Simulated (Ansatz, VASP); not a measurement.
# Two plane-wave programs on TiTe2

```xyz
3
Lattice="3.7895 0.0000 0.0000 -1.8948 3.2818 0.0000 0.0000 0.0000 6.5196" Properties=species:S:1:pos:R:3 pbc="T T T"
Ti    0.0000    0.0000    0.0000
Te    1.8948    1.0939    1.7133
Te    0.0000    2.1879    4.8062
```

Change from the starting cell: volume scaled by 1.01, PAW files.

Alike in both runs: task electric field gradients; functional PBEsol; k mesh 13 × 13 × 7; occupations fermi-dirac, width 0.03 eV; no spin polarisation.

|  | VASP | Ansatz |
| --- | --- | --- |
| version | VASP 6.6.1 | Ansatz 0.2.0 |
| potentials or method | VASP PAW PBE potentials, release 64 (Ti_sv, Te) | PAW with Ansatz's default frozen-core files, scalar-relativistic |
| plane-wave cutoff (eV) | 520 | 420 |
| valence electrons in the cell | 24 | 44 |

Ansatz gave:

| Item | Value |
| --- | --- |
| pressure (GPa) | -2.8 |
| traceless stress, the component that is largest in VASP (GPa) | 0.64 |
| rms of the force components (eV/Å) | 0.090 |
| size of Vzz on the site where it differs most (V/Å²) | 63.7 |

**Question.** Which values does VASP return?

**Answer.** Pressure (GPa): -2.8; traceless stress, the component that is largest in VASP (GPa): 0.66; rms of the force components (eV/Å): 0.081; size of Vzz on the site where it differs most (V/Å²): 60.7.

VASP's potentials were made for PBE, not for PBEsol. Atom by atom the forces differ by 0.009 eV/Å (rms over components). VASP's potentials hold 24 valence electrons a cell and Ansatz's 44, so a difference there can come from the potentials and not from the codes.

Neither program's run includes spin-orbit coupling.
